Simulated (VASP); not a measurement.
Runs of VASP 6.6.1 on Zr. The structure is that of space group Im-3m (No. 229), or close to it. The cells are those of the table. This isn't the form of Zr at room conditions, which is hcp.

| task | cell | gap on the mesh (eV) | pressure (GPa) |
| --- | --- | --- | --- |
| single point | a = 3.145 Å, angles 109.7, 109.7, 108.9°, 1 atom | none | -10.1 |
| electric field gradients | a = 3.145 Å, angles 109.7, 109.7, 108.9°, 1 atom | none | -10.1 |
| single point | a = 3.114 Å, angles 108.9, 108.9, 110.6°, 1 atom | none | -8.1 |
| single point | a = 3.125 Å, angles 109.2, 109.2, 110.0°, 1 atom | none | -8.8 |
| single point | a = 3.156 Å, angles 110.0, 110.0, 108.4°, 1 atom | none | (a) |

Alike in all rows: level LDA; potentials or basis VASP PAW LDA potentials, release 64 (Zr_sv); no spin polarisation; k mesh 16 × 16 × 16; cutoff (eV) 520; smearing fermi-dirac 0.03 eV.

Question: Fill in the values left out.

Answer: (a) -10.8.

Caveats: the cell stands under tension.

A k mesh can miss the band edges, and the runs leave out spin-orbit coupling on Zr.

A gap of «none» marks levels without a gap at the run's occupations.
